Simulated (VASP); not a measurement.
Here is a VASP 6.6.1 calculation.

The input POSCAR:

```
BeTe
1.0
    0.0000000000      2.8286228801      2.8286228801
    2.8286228801      0.0000000000      2.8286228801
    2.8286228801      2.8286228801      0.0000000000
Be Te
1 1
Direct
    0.0000000000      0.0000000000      0.0000000000
    0.2500000000      0.2500000000      0.2500000000
```

The input INCAR.step1:

```
PREC = Accurate
ENCUT = 520
EDIFF = 1E-5
ISMEAR = 1
SIGMA = 0.001
LREAL = False
LASPH = True
NELM = 60
ALGO = Normal
ISIF = 2
LWAVE = True
LCHARG = False
GGA = PE
NBANDS = 11
```

The input INCAR.step2:

```
PREC = Accurate
ENCUT = 520
EDIFF = 1E-6
ISMEAR = 1
SIGMA = 0.001
LREAL = False
LASPH = True
NELM = 60
ALGO = Normal
ISIF = 2
LWAVE = False
LCHARG = False
GGA = PE
LHFCALC = True
HFSCREEN = 0.2079
PRECFOCK = Normal
ISTART = 1
NBANDS = 11
```

The input KPOINTS:

```
regular mesh
0
Gamma
  4 4 4
```

Potentials or basis: VASP PAW PBE potentials, release 64 (Be, Te).

Command:

```bash
$ cat potpaw_PBE.64/Be/POTCAR potpaw_PBE.64/Te/POTCAR > POTCAR
$ cp INCAR.step1 INCAR
$ mpirun -np 1 vasp_std > vasp.out
$ cp INCAR.step2 INCAR
$ mpirun -np 1 vasp_std > vasp.out
```

Problem. Predict the pressure.

Solution. -0.5 GPa.

Problem. What does it give for the band gap on the k mesh?

Solution. 2.69 eV, indirect (least direct gap 4.49 eV).

Caveat: the k points lie up to 0.48 Å⁻¹ apart; the PAW data sets were made with another functional, which shifts forces and pressure a little; spin-orbit coupling is left out, which moves the levels of the heavy elements. A k mesh can miss the band edges.
